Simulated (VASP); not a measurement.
# MgH2 in VASP: single point with r2SCAN

Aim: the single point of MgH2 with r2SCAN.

All numbers are computed with VASP 6.6.1; they aren't measurements. Logs are shortened: lines on timing, memory, paths and dates and some standing lists are left out, and cuts for length are marked.

### Step 1. The cell of the first run

The cell holds a slab with vacuum, 12 atoms: a = 4.452 Å, b = 4.539 Å, c = 14.833 Å, α = 90.00°, β = 90.00°, γ = 92.08°.

### Step 2. Single point, r2SCAN

Contents of POSCAR:

```
MgH2
1.0
    4.4519400000      0.0000000000      0.0000000000
   -0.1649440000      4.5363930000      0.0000000000
    0.0000000000      0.0000000000     14.8331860000
Mg H
4 8
Direct
    0.0177430000      0.9883730000      0.1477170000
    0.0185010000      0.9875280000      0.3484240000
    0.5136750000      0.4984720000      0.0495570000
    0.5090480000      0.4883890000      0.2507610000
    0.3260200000      0.2949520000      0.1526310000
    0.3289250000      0.2774650000      0.3482870000
    0.1976110000      0.8033720000      0.0504610000
    0.2278510000      0.7849850000      0.2489570000
    0.7099230000      0.6816530000      0.1539720000
    0.7195420000      0.6695260000      0.3517410000
    0.8137990000      0.1904680000      0.0519370000
    0.8403920000      0.1779540000      0.2533790000
```

Contents of INCAR.step1:

```
SYSTEM = MgH2
  ALGO = Normal
  EDIFF = 1E-4
  ENCUT = 520
  GGA = PE
  ISMEAR = -1
  LASPH = .TRUE.
  LCHARG = .FALSE.
  LREAL = .FALSE.
  LWAVE = .TRUE.
  NBANDS = 20
  NELM = 80
  PREC = Accurate
  SIGMA = 0.1
```

Contents of INCAR.step2:

```
SYSTEM = MgH2
  ALGO = Normal
  EDIFF = 1E-6
  ENCUT = 520
  ISIF = 2
  ISMEAR = -1
  ISTART = 1
  LASPH = .TRUE.
  LCHARG = .FALSE.
  LMIXTAU = .TRUE.
  LREAL = .FALSE.
  LWAVE = .FALSE.
  METAGGA = R2SCAN
  NBANDS = 20
  NELM = 80
  PREC = Accurate
  SIGMA = 0.1
```

Contents of KPOINTS:

```
Automatic mesh
0
Gamma
  4 4 1
  0 0.5 0
```

Potentials or basis: VASP PAW PBE potentials, release 64 (Mg, H).

On the command line:

```sh
> cat potpaw_PBE.64/Mg/POTCAR potpaw_PBE.64/H/POTCAR > POTCAR
> cp INCAR.step1 INCAR
> mpirun -np 1 vasp_std > vasp.out
> cp INCAR.step2 INCAR
> mpirun -np 1 vasp_std > vasp.out
```

OUTCAR:

```text
SYSTEM = MgH2
   EDIFF = 1E-6
   ENCUT = 520
   ISIF = 2
   ISMEAR = -1
   ISTART = 1
   LASPH = .TRUE.
   LREAL = .FALSE.
   METAGGA = R2SCAN
   NELM = 80
   PREC = Accurate

 ion  position               nearest neighbor table
   1  0.018  0.988  0.148-   7 1.86   9 1.92   5 1.92  11 1.94  12 1.97   8 2.01   2 2.98   3 3.43
                             4 3.45   3 3.46   4 3.50   3 3.51   4 3.55   3 3.59   4 3.60
   2  0.019  0.988  0.348-  12 1.85   6 1.87  10 1.93   8 1.99   1 2.98   4 3.42   4 3.46   4 3.52
                             4 3.58
   3  0.514  0.498  0.050-   9 1.95   5 1.96  11 1.97   7 2.01   4 2.98   1 3.43   1 3.46   1 3.51
                             1 3.59
   4  0.509  0.488  0.251-   5 1.87   8 1.87   9 1.89   6 1.90  10 1.93  12 2.08   3 2.98   2 3.42
                             1 3.45   2 3.46   1 3.50   2 3.52   1 3.55   2 3.58   1 3.60
   5  0.326  0.295  0.153-   4 1.87   1 1.92   3 1.96
   6  0.329  0.277  0.348-   2 1.87   4 1.90
   7  0.198  0.803  0.050-   1 1.86   3 2.01
   8  0.228  0.785  0.249-   4 1.87   2 1.99   1 2.01
   9  0.710  0.682  0.154-   4 1.89   1 1.92   3 1.95
  10  0.720  0.670  0.352-   2 1.93   4 1.93
  11  0.814  0.190  0.052-   1 1.94   3 1.97
  12  0.840  0.178  0.253-   2 1.85   1 1.97   4 2.08

  LATTYP: Found a simple monoclinic cell.
 ALAT       =     4.4519400000
 B/A-ratio  =     3.3318476889
 C/A-ratio  =     1.0196432803
 COS(beta)  =    -0.0363361541

  Lattice vectors:

 A1 = (   4.4519400000,   0.0000000000,   0.0000000000)
 A2 = (   0.0000000000,   0.0000000000, -14.8331860000)
 A3 = (  -0.1649440000,   4.5363930000,   0.0000000000)

Analysis of symmetry for initial positions (statically):
=====================================================================
 Subroutine PRICEL returns:
 Original cell was already a primitive cell.

 Routine SETGRP: Setting up the symmetry group for a
 simple monoclinic supercell.

 Subroutine GETGRP returns: Found  1 space group operations
 (whereof  1 operations were pure point group operations)
 out of a pool of  4 trial point group operations.

The static configuration has the point symmetry C_1 .

Analysis of symmetry for dynamics (positions and initial velocities):
=====================================================================
 Subroutine PRICEL returns:
 Original cell was already a primitive cell.

 Routine SETGRP: Setting up the symmetry group for a
 simple monoclinic supercell.

 Subroutine GETGRP returns: Found  1 space group operations
 (whereof  1 operations were pure point group operations)
 out of a pool of  4 trial point group operations.
[... 117 lines left out ...]
   EMIN   =  10.00;   EMAX   =-10.00  energy-range for DOS
   EFERMI =   0.00;   METHOD = LEGACY
   ISMEAR =    -1;   SIGMA  =   0.10  broadening in eV -4-tet -1-fermi 0-gaus
   EFERMI_NEDOS =   21; number of points for ismear=-14 and -15
   IALGO  =     38    algorithm
   IMIX   =      4    mixing-type and parameters
     AMIX     =   0.40;   BMIX     =  1.00
     AMIX_MAG =   1.60;   BMIX_MAG =  1.00
  volume/ion in A,a.u.               =      24.96       168.46
  Fermi-wavevector in a.u.,A,eV,Ry     =   0.616524  1.165062  5.171600  0.380102
  Thomas-Fermi vector in A             =   1.674283
   LORBIT       =      0    0 simple, 1 ext, 2 COOP (PROOUT), +10 PAW based schemes
   METAGGA = R2SCAN    functional components
   LHFCALC =     F    Hartree Fock is set to
   AEXX    =    0.0000 exact exchange contribution
   IVDW    =     0    specifies the selected vdW correction
   LEPSILON=     F    determine dielectric tensor
   LRPA    =     F    only Hartree local field effects (RPA)
 non-spin polarized calculation
  energy-cutoff  :      520.00
  volume of cell :      299.57
 maximum number of plane-waves:      8083
 NGX is ok and might be reduce to    36
   NGX = 17   NGY = 17   NGZ = 55

 number of electron      16.0000000 magnetization

 Free energy of the ion-electron system (eV)
  ---------------------------------------------------
  ext. energy  EPLUGINS =         0.00000000
  ---------------------------------------------------
  free energy    TOTEN  =       -44.62125044 eV

  energy without entropy =      -44.62125028  energy(sigma->0) =      -44.62125036

 E-fermi :  -1.3954     XC(G=0):  -4.3852

 val. band max:       -3.0564537606   @ k =   0.0000   0.1250   0.0000
 cond. band min:       0.2676895417   @ k =   0.5000   0.3750   0.0000
 fundamental gap:      3.3241433023
 Fermi energy:        -1.3954258252

 k-point     1 :       0.0000    0.1250    0.0000
  band No.  band energies     occupation
      1      -8.9395      2.00000
      2      -7.0877      2.00000
      3      -4.8756      2.00000
      4      -4.6892      2.00000
      5      -3.9529      2.00000
      6      -3.4320      2.00000
[... 173 lines left out ...]
     19       5.1813      0.00000
     20       5.3698      0.00000

------------------------ aborting loop because EDIFF is reached ----------------------------------------

  FORCE on cell =-STRESS in cart. coord.  units (eV):
  Direction    XX          YY          ZZ          XY          YZ          ZX
  --------------------------------------------------------------------------------------
  -------------------------------------------------------------------------------------
  Total       -2.8021192     -3.2717195     -0.3825399      1.2814999      0.4009052     -0.2478745
  in kB      -14.9865882    -17.4981538     -2.0459402      6.8538522      2.1441634     -1.3257084
  external PRESSURE =     -11.5102274 kB  Pullay stress =       0.0000000 kB

 VOLUME and BASIS-vectors are now :
 -----------------------------------------------------------------------------
  energy-cutoff  :      520.00
  volume of cell :      299.57
      direct lattice vectors                 reciprocal lattice vectors
     4.451940000  0.000000000  0.000000000     0.224621176  0.008167263  0.000000000
    -0.164944000  4.536393000  0.000000000     0.000000000  0.220439455  0.000000000
     0.000000000  0.000000000 14.833186000     0.000000000  0.000000000  0.067416400

 POSITION                                       TOTAL-FORCE (eV/Angst)
 -----------------------------------------------------------------------------------
     -0.08404      4.48365      2.19111        -0.054414      0.072640      0.286239
     -0.08052      4.47982      5.16824         0.043318     -0.280718     -1.133424
      2.20463      2.26126      0.73509        -0.026016     -0.014744      1.577669
      2.18569      2.21552      3.71958         0.315895     -0.169856      0.563773
      1.40277      1.33802      2.26400        -0.103376     -0.073186     -0.385482
      1.41859      1.25869      5.16621        -0.415385     -0.457712      0.603992
      0.74724      3.64441      0.74850         0.820261     -0.800885     -0.684978
      0.88490      3.56100      3.69283        -0.306112      0.239115      0.011821
      3.04810      3.09225      2.28390         0.072590      0.085414     -0.379781
      3.09292      3.03723      5.21744         0.546214      0.620934      0.477249
      3.59157      0.86404      0.77039        -0.577432      0.596604     -0.608637
      3.71202      0.80727      3.75842        -0.315543      0.182394     -0.328440
 -----------------------------------------------------------------------------------
    total drift:                               -0.000124     -0.001763      0.001150

  FREE ENERGIE OF THE ION-ELECTRON SYSTEM (eV)
  ---------------------------------------------------
  free  energy   TOTEN  =       -44.6212504369 eV

  energy  without entropy=      -44.6212502754  energy(sigma->0) =      -44.62125036
```

It took 5.7 min on 1 thread of Intel Xeon Platinum 8259CL at 2.50GHz (Skylake/Cascade Lake), shared host; peak memory 0.39 GiB.

Results:

```
Free energy            : -44.6213 eV
Largest force          : 1.578 eV/Å
Band gap on the k mesh : 3.32 eV, indirect (least direct gap 3.36 eV)
```

Forces on the atoms (eV/Å):
```
Mg  -0.054  0.073  0.286
Mg   0.043 -0.281 -1.133
Mg  -0.026 -0.015  1.578
Mg   0.316 -0.170  0.564
H   -0.103 -0.073 -0.385
H   -0.415 -0.458  0.604
H    0.820 -0.801 -0.685
H   -0.306  0.239  0.012
H    0.073  0.085 -0.380
H    0.546  0.621  0.477
H   -0.577  0.597 -0.609
H   -0.316  0.182 -0.328
```

Caveat: the PAW data sets were made with another functional, which shifts forces and pressure a little.
